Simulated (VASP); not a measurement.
The system is PPt.

```
Pt P
1.0
     3.74303    0.00000    0.00000
    -1.87151    3.24156    0.00000
     0.00000    0.00000    6.35374
Pt P
2 2
Direct
  0.33333 0.66667 0.37190
  0.66667 0.33333 0.87190
  0.33333 0.66667 0.00310
  0.66667 0.33333 0.50310
```

```yaml
Program: VASP 6.6.1
Task: relaxation of cell and atoms
Functional: PBE
Dispersion: D3(BJ)
Potentials_or_basis: VASP PAW PBE potentials, release 64 (Pt, P)
Cutoff: 600 eV
k_mesh: 8 × 8 × 4
Occupations: fermi-dirac, width 0.05 eV
Spin: no spin polarisation
```

At the start: pressure -4.2 GPa; volume 19.27 Å³/atom.

How do energy, volume and symmetry change on relaxing?

Over 14 steps the energy falls by 15.7 meV/atom and the volume is 18.51 Å³/atom (-4.0 %); space group P6_3mc (No. 186, to 0.1 Å) before and after.

The path:
```
step  energy change (eV)  largest force (eV/Å)  pressure (GPa)  volume (Å³)
   1              0.0000                0.1421           -4.18        77.09
   2              0.0265                0.1634            6.92        71.62
   3             -0.0344                0.1555            0.14        74.66
   4             -0.0394                0.0609            0.07        74.62
   5             -0.0440                0.1409           -0.04        74.54
   6             -0.0464                0.1323           -0.07        74.52
   7             -0.0531                0.1116           -0.17        74.45
   8             -0.0614                0.0717           -0.37        74.29
   9             -0.0621                0.0540           -0.45        74.21
  10             -0.0621                0.0567           -0.43        74.22
  11             -0.0626                0.0085            0.09        73.98
  12             -0.0626                0.0122            0.06        74.00
  13             -0.0626                0.0134            0.04        74.00
  14             -0.0626                0.0041            0.01        74.02
```

Final structure:
```cif
data_structure
_symmetry_space_group_name_H-M 'P 1'
_symmetry_Int_Tables_number 1
_cell_length_a 3.6114
_cell_length_b 3.6114
_cell_length_c 6.5538
_cell_angle_alpha 90.000
_cell_angle_beta 90.000
_cell_angle_gamma 120.000
_cell_volume 74.02
loop_
_atom_site_label
_atom_site_type_symbol
_atom_site_fract_x
_atom_site_fract_y
_atom_site_fract_z
_atom_site_occupancy
Pt1 Pt 0.33333 0.66667 0.36518 1
Pt2 Pt 0.66667 0.33333 0.86518 1
P1 P 0.33333 0.66667 0.00982 1
P2 P 0.66667 0.33333 0.50982 1
```
